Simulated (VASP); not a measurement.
A run of VASP 6.6.1 is set up as follows.

INCAR

```
SYSTEM = Ti
PREC = Accurate ; ENCUT = 520
EDIFF = 1E-6 ; ISMEAR = -1
SIGMA = 0.1 ; LREAL = .FALSE.
LASPH = .TRUE. ; NELM = 80
ALGO = Normal ; ISIF = 2
LWAVE = .FALSE. ; LCHARG = .FALSE.
NBANDS = 19
```

File KPOINTS:

```
regular mesh
0
G
  11 11 11
  0 0 0
```

The input POSCAR:

```
Ti
1.0
    0.0000000000      2.5686178520      2.5686178520
    2.5686178520      0.0000000000      2.5686178520
    2.5686178520      2.5686178520      0.0000000000
Ti
2
Direct
    0.1250000000      0.1250000000      0.1250000000
    0.8750000000      0.8750000000      0.8750000000
```

Potentials or basis: VASP PAW LDA potentials, release 64 (Ti_sv).

Run with:

```console
$ cat potpaw_LDA.64/Ti_sv/POTCAR > POTCAR
$ mpirun -np 1 vasp_std > vasp.out
```

(1) Estimate the band gap on the k mesh.

(2) What does it give for the pressure?

## Answers

(1) zero (band 12 reaches 8.49 eV, above the bottom of band 13 at 7.75 eV).

(2) 6.8 GPa.
